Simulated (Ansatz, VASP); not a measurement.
**Ti3Al in VASP and in Ansatz**

File INCAR:

```
  PREC = Accurate
  ENCUT = 600
  EDIFF = 1E-6
  ISMEAR = 0
  SIGMA = 0.1
  LREAL = F
  LASPH = T
  NELM = 60
  ALGO = Fast
  ISIF = 3
  LWAVE = F
  LCHARG = F
  GGA = PS
  IBRION = 2
  NSW = 100
  EDIFFG = -0.005
```

The input KPOINTS:

```
regular mesh
0
Gamma
  18 18 6
```

File POSCAR:

```
Ti3Al
1.0
    2.9275422229      0.0000000000      0.0000000000
   -1.4637711114      2.5353259357      0.0000000000
    0.0000000000      0.0000000000      9.2263620000
Ti Al
3 1
Direct
    0.6666666700      0.3333333300      0.0000000000
    0.3333333300      0.6666666700      0.7505940000
    0.3333333300      0.6666666700      0.2494060000
    0.6666666700      0.3333333300      0.5000000000
```

Input for Ansatz:

```yaml
crystal:
  lattice:
    - [2.9275422229, 0.0, 0.0]
    - [-1.4637711114, 2.5353259357, 0.0]
    - [0.0, 0.0, 9.226362]
  atoms:
    - { symbol: Ti, position: [0.66666667, 0.33333333, 0.0] }
    - { symbol: Ti, position: [0.33333333, 0.66666667, 0.750594] }
    - { symbol: Ti, position: [0.33333333, 0.66666667, 0.249406] }
    - { symbol: Al, position: [0.66666667, 0.33333333, 0.5] }
basis:
  ecutwfc: 420
kpoints:
  mp_grid: { grid: [18, 18, 6] }
hamiltonian:
  xc: pbesol
scf:
  occupations: { method: gaussian, width: 0.1 }
output:
  forces: true
  stress: true
  eigenvalues: true
relax:
  adjacent_minimum: "off"
  f_tol: 0.005
  max_steps: 80
  cell: { stress_tol: 0.05 }
```

Alike in both runs: task relaxation of cell and atoms; functional PBEsol; k mesh 18 × 18 × 6; occupations gaussian, width 0.1 eV; no spin polarisation.

```csv
,VASP,Ansatz
version,VASP 6.6.1,Ansatz 0.2.0
potentials or method,"VASP PAW PBE potentials, release 64 (Ti_sv, Al), cutoff 600 eV","scalar-relativistic, plane waves, PAW"
valence electrons in the cell,39,39
```

|  | VASP | Ansatz | Ansatz less VASP |
| --- | --- | --- | --- |
| gap on the k mesh at the Fermi level, each at its own relaxed structure (eV) | none | none | - |
| relaxed volume (Å³/atom) | 16.57 | 16.59 | +0.025 |
| relaxed cell length with the largest relative difference (Å) | 2.894 | 2.896 | +0.0017 |

VASP's potentials were made for PBE, not for PBEsol. A gap of «none» marks a metal or a gap that the smearing closes.
